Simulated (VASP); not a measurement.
Al: single point with r2SCAN

Crystal: Al.

```
CELL_PARAMETERS angstrom
0.00000 1.99669 1.99669
1.99669 0.00000 1.99669
1.99669 1.99669 0.00000
ATOMIC_POSITIONS crystal
Al 0.00000 0.00000 0.00000
```

```json
{
 "Program": "VASP 6.6.1",
 "Task": "single point",
 "Functional": "r2SCAN",
 "Potentials or basis": "VASP PAW PBE potentials, release 64 (Al)",
 "Cutoff": "520 eV",
 "k mesh": "14 × 14 × 14",
 "Occupations": "fermi-dirac, width 0.1 eV",
 "Spin": "no spin polarisation",
 "Dipole correction": "no",
 "Further INCAR settings": "ALGO = Normal; EDIFF = 1e-07; NBANDS = 8"
}
```

The pressure is -0.5 GPa.

Levels at points of the mesh, in eV from the Fermi level:
```
           k point  band 1  band 2  band 3  band 4  band 5  band 6
(0.00, 0.00, 0.00)  -12.08   13.54   13.54   13.54   15.74   15.74
(0.50, 0.00, 0.00)   -5.13   -4.56   12.27   12.27   12.74   12.74
(0.50, 0.50, 0.00)   -3.23   -1.65    5.49    6.20    6.20   10.29
```

Run time: 33 s on 1 thread of Intel Xeon 6975P-C (shared host), peak memory 0.14 GiB.

Caveat: the PAW data sets were made with another functional, which shifts forces and pressure a little.
